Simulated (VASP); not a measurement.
# CdS (Hawleyite) (R3m) in VASP: further runs

Runs on CdS (Hawleyite). Level: PBEsol. Tasks: electric field gradients.

Everything below comes from runs of VASP 6.6.1. Logs are shortened: lines on timing, memory, paths and dates and some standing lists are left out, and cuts for length are marked.

### Step 1. The cell of the first run

The structure is trigonal, space group R3m (No. 160). Conventional cell: a = 4.125 Å, b = 4.125 Å, c = 10.103 Å, α = 90.00°, β = 90.00°, γ = 120.00°. Within 3.2 Å of Cd (site symmetry 3m) lie 4 S at 2.45 to 2.78 Å. S (site symmetry 3m) has 4 Cd at 2.45 to 2.78 Å within 3.2 Å.

### Step 2. Electric field gradients, PBEsol (shortest bond scaled by 1.1)

Input file INCAR:

```
SYSTEM = CdS
PREC = Accurate ; ENCUT = 520
EDIFF = 1E-8 ; ISMEAR = -1
SIGMA = 0.03 ; LREAL = .False.
LASPH = .True. ; NELM = 80
ALGO = Normal ; ISIF = 2
LWAVE = .False. ; LCHARG = .False.
GGA = PS ; LEFG = .True.
NBANDS = 16
```

Input file KPOINTS:

```
Automatic mesh
0
Gamma
  7 7 7
  0 0 0
```

Input file POSCAR:

```
CdS
1.0
    0.0000000000      2.9165000000      2.9165000000
    2.9165000000      0.0000000000      2.9165000000
    2.9165000000      2.9165000000      0.0000000000
Cd S
1 1
Direct
    0.0375000000     -0.0125000000     -0.0125000000
    0.2125000000      0.2625000000      0.2625000000
```

Potentials or basis: VASP PAW PBE potentials, release 64 (Cd, S).

The run is started by

```
> cat potpaw_PBE.64/Cd/POTCAR potpaw_PBE.64/S/POTCAR > POTCAR
> mpirun -np 1 vasp_std > vasp.out
```

OUTCAR:

```text
SYSTEM = CdS
   PREC = Accurate
   ENCUT = 520
   EDIFF = 1E-8
   ISMEAR = -1
   LREAL = .False.
   LASPH = .True.
   NELM = 80
   ISIF = 2
   GGA = PS

 ion  position               nearest neighbor table
   1  0.038  0.987  0.987-   2 2.45   2 2.45   2 2.45   2 2.78
   2  0.212  0.263  0.263-   1 2.45   1 2.45   1 2.45   1 2.78

  LATTYP: Found a face centered cubic cell.
 ALAT       =     5.8330000000

  Lattice vectors:

 A1 = (   0.0000000000,   2.9165000000,   2.9165000000)
 A2 = (   2.9165000000,   0.0000000000,   2.9165000000)
 A3 = (   2.9165000000,   2.9165000000,   0.0000000000)

Analysis of symmetry for initial positions (statically):
=====================================================================
 Subroutine PRICEL returns:
 Original cell was already a primitive cell.

 Routine SETGRP: Setting up the symmetry group for a
 face centered cubic supercell.

 Subroutine GETGRP returns: Found  6 space group operations
 (whereof  6 operations were pure point group operations)
 out of a pool of 48 trial point group operations.

The static configuration has the point symmetry C_3v.

Analysis of symmetry for dynamics (positions and initial velocities):
=====================================================================
 Subroutine PRICEL returns:
 Original cell was already a primitive cell.

 Routine SETGRP: Setting up the symmetry group for a
 face centered cubic supercell.

 Subroutine GETGRP returns: Found  6 space group operations
 (whereof  6 operations were pure point group operations)
 out of a pool of 48 trial point group operations.

The dynamic configuration has the point symmetry C_3v.

 Subroutine INISYM returns: Found  6 space group operations
 (whereof  6 operations are pure point group operations),
 and found     1 'primitive' translations

----------------------------------------------------------------------------------------

                                     Primitive cell

  volume of cell :      49.6153

  direct lattice vectors                    reciprocal lattice vectors
     0.000000000  2.916500000  2.916500000    -0.171438368  0.171438368  0.171438368
     2.916500000  0.000000000  2.916500000     0.171438368 -0.171438368  0.171438368
     2.916500000  2.916500000  0.000000000     0.171438368  0.171438368 -0.171438368

  length of vectors
     4.124553855  4.124553855  4.124553855     0.296939964  0.296939964  0.296939964

  position of ions in fractional coordinates (direct lattice)
     0.037500000  0.987500000  0.987500000
     0.212500000  0.262500000  0.262500000

  ion indices of the primitive-cell ions
   primitive index   ion index
                 1           1
                 2           2

----------------------------------------------------------------------------------------

 KPOINTS: Automatic mesh

Automatic generation of k-mesh.
 Grid dimensions read from file:
 generate k-points for:    7    7    7

 Generating k-lattice:

  Cartesian coordinates                     Fractional coordinates (reciprocal lattice)
    -0.024491195  0.024491195  0.024491195     0.142857143  0.000000000  0.000000000
     0.024491195 -0.024491195  0.024491195     0.000000000  0.142857143  0.000000000
     0.024491195  0.024491195 -0.024491195     0.000000000  0.000000000  0.142857143

  Length of vectors
     0.042419995  0.042419995  0.042419995

  Shift w.r.t. Gamma in fractional coordinates (k-lattice)
     0.000000000  0.000000000  0.000000000

 Subroutine IBZKPT returns following result:
 ===========================================

 Found     44 irreducible k-points:

 Following reciprocal coordinates:
            Coordinates               Weight
  0.000000  0.000000  0.000000      1.000000
  0.142857  0.000000  0.000000      2.000000
  0.000000  0.142857  0.000000      6.000000
  0.285714  0.000000  0.000000      2.000000
  0.000000  0.285714  0.000000      6.000000
  0.428571  0.000000  0.000000      2.000000
[... 16 lines left out ...]
  0.285714  0.285714  0.000000      6.000000
  0.428571  0.285714  0.000000      6.000000
 [... further k-points ...]
   k-points           NKPTS =     44   k-points in BZ     NKDIM =     44   number of bands    NBANDS=     16
   number of dos      NEDOS =    301   number of ions     NIONS =      2
   total plane-waves  NPLWV =  32768
   dimension x,y,z NGX =    32 NGY =   32 NGZ =   32
   dimension x,y,z NGXF=    64 NGYF=   64 NGZF=   64
   ions per type =               1   1
   NGX,Y,Z   is equivalent  to a cutoff of  12.90, 12.90, 12.90 a.u.
   NGXF,Y,Z  is equivalent  to a cutoff of  25.80, 25.80, 25.80 a.u.
 SYSTEM =  CdS
   PREC   = accura    normal or accurate (medium, high low for compatibility)
   ISTART =      0    job   : 0-new  1-cont  2-samecut
   ICHARG =      2    charge: 1-file 2-atom 10-const
   ISPIN  =      1    spin polarized calculation?
   LNONCOLLINEAR =      F non collinear calculations
   LSORBIT =      F    spin-orbit coupling
   LASPH  =      T    aspherical Exc in radial PAW
   ENCUT  =  520.0 eV  38.22 Ry    6.18 a.u.   7.67  7.67  7.67*2*pi/ulx,y,z
   NELM   =     80;   NELMIN=  2; NELMDL= -5     # of ELM steps
   EDIFF  = 0.1E-07   stopping-criterion for ELM
   LREAL  =      F    real-space projection
   EDIFFG = 0.1E-06   stopping-criterion for IOM
   NSW    =      0    number of steps for IOM
   IBRION =     -1    ionic relax: 0-MD 1-quasi-New 2-CG
   NFREE  =      0    steps in history (QN), initial steepest desc. (CG)
   ISIF   =      2    stress and relaxation
   ISYM   =      2    0-nonsym 1-usesym 2-fastsym
   POTIM  = 0.5000    time-step for ionic-motion
   TEBEG  =    0.0;   TEEND  =   0.0 temperature during run
   PSTRESS=    0.0 pullay stress
   NELECT =      18.0000    total number of electrons
   NUPDOWN=      -1.0000    fix difference up-down
   EMIN   =  10.00;   EMAX   =-10.00  energy-range for DOS
   EFERMI =   0.00;   METHOD = LEGACY
   ISMEAR =    -1;   SIGMA  =   0.03  broadening in eV -4-tet -1-fermi 0-gaus
   EFERMI_NEDOS =   21; number of points for ismear=-14 and -15
   IALGO  =     38    algorithm
   IMIX   =      4    mixing-type and parameters
     AMIX     =   0.40;   BMIX     =  1.00
     AMIX_MAG =   1.60;   BMIX_MAG =  1.00
  volume/ion in A,a.u.               =      24.81       167.41
  Fermi-wavevector in a.u.,A,eV,Ry     =   1.167599  2.206442 18.548649  1.363287
  Thomas-Fermi vector in A             =   2.304097
   LORBIT       =      0    0 simple, 1 ext, 2 COOP (PROOUT), +10 PAW based schemes
   GGA     = PS    functional components
   LHFCALC =     F    Hartree Fock is set to
   AEXX    =    0.0000 exact exchange contribution
   IVDW    =     0    specifies the selected vdW correction
   LEPSILON=     F    determine dielectric tensor
   LRPA    =     F    only Hartree local field effects (RPA)
 non-spin polarized calculation
  energy-cutoff  :      520.00
  volume of cell :       49.62
 maximum number of plane-waves:      1363
   NGX = 15   NGY = 15   NGZ = 15

 number of electron      18.0000001 magnetization

 Free energy of the ion-electron system (eV)
  ---------------------------------------------------
  ext. energy  EPLUGINS =         0.00000000
  ---------------------------------------------------
  free energy    TOTEN  =        -6.70310775 eV

  energy without entropy =       -6.70310775  energy(sigma->0) =       -6.70310775

 E-fermi :   1.7364     XC(G=0):  -9.3769

 val. band max:        1.1771774094   @ k =   0.0000   0.0000   0.0000
 cond. band min:       2.2698493271   @ k =   0.0000   0.0000   0.0000
 fundamental gap:      1.0926719177
 Fermi energy:         1.7363594793

 k-point     1 :       0.0000    0.0000    0.0000
  band No.  band energies     occupation
      1     -11.2363      2.00000
      2      -6.6810      2.00000
      3      -6.6810      2.00000
      4      -6.3457      2.00000
      5      -6.0843      2.00000
      6      -6.0843      2.00000
[... 8 lines left out ...]
     15      12.5407      0.00000
     16      12.5407      0.00000

 k-point     2 :       0.1429    0.0000    0.0000
  band No.  band energies     occupation
      1     -11.1638      2.00000
      2      -6.6663      2.00000
      3      -6.6663      2.00000
      4      -6.2801      2.00000
      5      -6.0796      2.00000
      6      -6.0796      2.00000
[... 8 lines left out ...]
     15      11.9515      0.00000
     16      12.9353      0.00000
[... 387 lines left out ...]
      5      -6.0332      2.00000
      6      -6.0082      2.00000
[... 8 lines left out ...]
     15      13.1467      0.00000
     16      15.9533      0.00000

 k-point    24 :       0.4286    0.2857    0.0000
  band No.  band energies     occupation
      1     -10.7649      2.00000
      2      -6.4584      2.00000
      3      -6.4441      2.00000
      4      -6.2338      2.00000
      5      -6.0151      2.00000
      6      -5.7549      2.00000
[... 8 lines left out ...]
     15      13.8532      0.00000
     16      15.4350      0.00000

 [... further k-points ...]
[... 5 lines left out ...]
  --------------------------------------------------------------------------------------
  -------------------------------------------------------------------------------------
  Total        0.3735372      0.3735372      0.3735372      0.6316126     -0.6316126      0.6316126
  in kB       12.0622561     12.0622561     12.0622561     20.3960197    -20.3960197     20.3960197
  external PRESSURE =      12.0622561 kB  Pullay stress =       0.0000000 kB

 VOLUME and BASIS-vectors are now :
 -----------------------------------------------------------------------------
  energy-cutoff  :      520.00
  volume of cell :       49.62
      direct lattice vectors                 reciprocal lattice vectors
     0.000000000  2.916500000  2.916500000    -0.171438368  0.171438368  0.171438368
     2.916500000  0.000000000  2.916500000     0.171438368 -0.171438368  0.171438368
     2.916500000  2.916500000  0.000000000     0.171438368  0.171438368 -0.171438368

 POSITION                                       TOTAL-FORCE (eV/Angst)
 -----------------------------------------------------------------------------------
      5.76009      2.98941      2.98941         0.407369     -0.407369     -0.407369
      1.53116      1.38534      1.38534        -0.407369      0.407369      0.407369
 -----------------------------------------------------------------------------------
    total drift:                                0.000039     -0.000040     -0.000040

  FREE ENERGIE OF THE ION-ELECTRON SYSTEM (eV)
  ---------------------------------------------------
  free  energy   TOTEN  =        -6.7031077507 eV

  energy  without entropy=       -6.7031077505  energy(sigma->0) =       -6.70310775

 Electric field gradients (V/A^2)
---------------------------------------------------------------------
 ion       V_xx      V_yy      V_zz      V_xy      V_xz      V_yz
---------------------------------------------------------------------
   1       0.001    -0.000    -0.000   -59.940   -59.940    59.943
   2       0.000    -0.000    -0.000    17.074    17.074   -17.075
---------------------------------------------------------------------

 Electric field gradients after diagonalization (V/A^2)
 (convention: |V_zz| > |V_xx| > |V_yy|)
----------------------------------------------------------------------
 ion       V_xx      V_yy      V_zz     asymmetry (V_yy - V_xx)/ V_zz
----------------------------------------------------------------------
   1     -59.943   -59.939   119.882       0.000
   2      17.074    17.074   -34.148       0.000
----------------------------------------------------------------------

           NMR quadrupolar parameters

 Cq : quadrupolar parameter    Cq=e*Q*V_zz/h
 eta: asymmetry parameters     (V_yy - V_xx)/ V_zz
 Q  : nuclear electric quadrupole moment in mb (millibarn)
----------------------------------------------------------------------
 ion       Cq(MHz)       eta       Q (mb)
----------------------------------------------------------------------
   1       0.290       0.000       1.000
   2      -0.083       0.000       1.000
----------------------------------------------------------------------
```

It took 26 s on 1 thread of Intel Xeon Platinum 8488C (Sapphire Rapids), shared host; peak memory 0.19 GiB.

Results:

- Free energy: -6.7031 eV
- Pressure: 1.2 GPa
- Largest force: 0.706 eV/Å
- Band gap on the k mesh: 1.09 eV, direct

Forces in eV/Å, atoms in the order of the input:
```
Cd   0.407 -0.407 -0.407
S   -0.407  0.407  0.407
```

Levels at points of the mesh, in eV from the valence-band top:
```tsv
k point	band 5	band 6	band 7	band 8	band 9	band 10	band 11	band 12	band 13	band 14
(0.00, 0.00, 0.00)	-7.26	-7.26	0.00	0.00	0.00	1.09	6.54	6.54	6.66	11.09
```

Electric field gradients, principal values (V/Å²):
```
atom    least   middle  greatest (by size)
1 Cd  -59.939  -59.943             119.882
 2 S   17.074   17.074             -34.148
```

Caveat: the cell differs from its parent crystal (shortest bond scaled by 1.1); without QUAD_EFG the Cq values of the log hold for a quadrupole moment of 1 mb, not for the nuclei; the PAW data sets were made with another functional, which shifts forces and pressure a little.

### Step 3. Electric field gradients, PBEsol (shortest bond scaled by 0.88)

Input file INCAR:

```
SYSTEM = CdS
  PREC = Accurate
  ENCUT = 520
  EDIFF = 1E-8
  ISMEAR = -1
  SIGMA = 0.03
  LREAL = .False.
  LASPH = .True.
  NELM = 60
  ALGO = Normal
  ISIF = 2
  LWAVE = .False.
  LCHARG = .False.
  GGA = PS
  LEFG = .True.
  NBANDS = 16
```

Input file KPOINTS:

```
regular mesh
0
Gamma
  7 7 7
  0 0 0
```

Input file POSCAR:

```
CdS
1.0
    0.0000000000      2.9165000000      2.9165000000
    2.9165000000      0.0000000000      2.9165000000
    2.9165000000      2.9165000000      0.0000000000
Cd S
1 1
Direct
   -0.0450000000      0.0150000000      0.0150000000
    0.2950000000      0.2350000000      0.2350000000
```

Potentials or basis: VASP PAW PBE potentials, release 64 (Cd, S).

The run is started by

```
> cat potpaw_PBE.64/Cd/POTCAR potpaw_PBE.64/S/POTCAR > POTCAR
> mpirun -np 1 vasp_std > vasp.out
```

OUTCAR:

```text
SYSTEM = CdS
   PREC = Accurate
   ENCUT = 520
   EDIFF = 1E-8
   ISMEAR = -1
   LREAL = .False.
   LASPH = .True.
   NELM = 60
   ISIF = 2
   GGA = PS

 ion  position               nearest neighbor table
   1  0.955  0.015  0.015-   2 2.22   2 2.64   2 2.64   2 2.64
   2  0.295  0.235  0.235-   1 2.22   1 2.64   1 2.64   1 2.64

  LATTYP: Found a face centered cubic cell.
 ALAT       =     5.8330000000

  Lattice vectors:

 A1 = (   0.0000000000,   2.9165000000,   2.9165000000)
 A2 = (   2.9165000000,   0.0000000000,   2.9165000000)
 A3 = (   2.9165000000,   2.9165000000,   0.0000000000)

Analysis of symmetry for initial positions (statically):
=====================================================================
 Subroutine PRICEL returns:
 Original cell was already a primitive cell.

 Routine SETGRP: Setting up the symmetry group for a
 face centered cubic supercell.

 Subroutine GETGRP returns: Found  6 space group operations
[... 642 lines left out ...]
  volume of cell :       49.62
      direct lattice vectors                 reciprocal lattice vectors
     0.000000000  2.916500000  2.916500000    -0.171438368  0.171438368  0.171438368
     2.916500000  0.000000000  2.916500000     0.171438368 -0.171438368  0.171438368
     2.916500000  2.916500000  0.000000000     0.171438368  0.171438368 -0.171438368

 POSITION                                       TOTAL-FORCE (eV/Angst)
 -----------------------------------------------------------------------------------
      0.08750      2.82900      2.82900        -1.762512      1.762512      1.762512
      1.37075      1.54575      1.54575         1.762512     -1.762512     -1.762512
 -----------------------------------------------------------------------------------
    total drift:                                0.000130     -0.000131     -0.000131

  FREE ENERGIE OF THE ION-ELECTRON SYSTEM (eV)
  ---------------------------------------------------
  free  energy   TOTEN  =        -6.4416682915 eV

  energy  without entropy=       -6.4416682912  energy(sigma->0) =       -6.44166829

 Electric field gradients (V/A^2)
---------------------------------------------------------------------
 ion       V_xx      V_yy      V_zz      V_xy      V_xz      V_yz
---------------------------------------------------------------------
   1       0.000    -0.000    -0.000    87.336    87.336   -87.332
   2       0.000    -0.000    -0.000   -12.252   -12.252    12.252
---------------------------------------------------------------------

 Electric field gradients after diagonalization (V/A^2)
 (convention: |V_zz| > |V_xx| > |V_yy|)
----------------------------------------------------------------------
 ion       V_xx      V_yy      V_zz     asymmetry (V_yy - V_xx)/ V_zz
----------------------------------------------------------------------
   1      87.337    87.332  -174.669       0.000
   2     -12.252   -12.252    24.504       0.000
----------------------------------------------------------------------

           NMR quadrupolar parameters

 Cq : quadrupolar parameter    Cq=e*Q*V_zz/h
 eta: asymmetry parameters     (V_yy - V_xx)/ V_zz
 Q  : nuclear electric quadrupole moment in mb (millibarn)
----------------------------------------------------------------------
 ion       Cq(MHz)       eta       Q (mb)
----------------------------------------------------------------------
   1      -0.422       0.000       1.000
   2       0.059       0.000       1.000
----------------------------------------------------------------------
```

stdout:

```text
POSCAR found type information on POSCAR CdS
 POSCAR found :  2 types and       2 ions
 scaLAPACK will be used
 -----------------------------------------------------------------------------
|                                                                             |
|                                                                             |
|     You enforced a specific xc type in the INCAR file but a different       |
|     I HOPE YOU KNOW WHAT YOU ARE DOING!                                     |
|                                                                             |
 -----------------------------------------------------------------------------

 LDA part: xc-table for (Slater+PW92), standard interpolation
 POSCAR, INCAR and KPOINTS ok, starting setup
 FFT: planning ... GRIDC
 FFT: planning ... GRID_SOFT
 FFT: planning ... GRID
 WAVECAR not read
 entering main loop
ion   1

ion   2
```

It took 28 s on 1 thread of Intel Xeon Platinum 8488C (Sapphire Rapids), shared host; peak memory 0.18 GiB.

Results:

- Free energy: -6.4417 eV
- Pressure: 3.5 GPa
- Largest force: 3.053 eV/Å
- Band gap on the k mesh: 1.04 eV, direct

Forces in eV/Å, atoms in the order of the input:
```
Cd  -1.763  1.763  1.763
S    1.763 -1.763 -1.763
```

Electric field gradients, principal values (V/Å²):
```csv
atom,least,middle,greatest (by size)
1 Cd,87.332,87.337,-174.669
2 S,-12.252,-12.252,24.504
```

Caveat: the cell differs from its parent crystal (shortest bond scaled by 0.88); without QUAD_EFG the Cq values of the log hold for a quadrupole moment of 1 mb, not for the nuclei; the PAW data sets were made with another functional, which shifts forces and pressure a little.
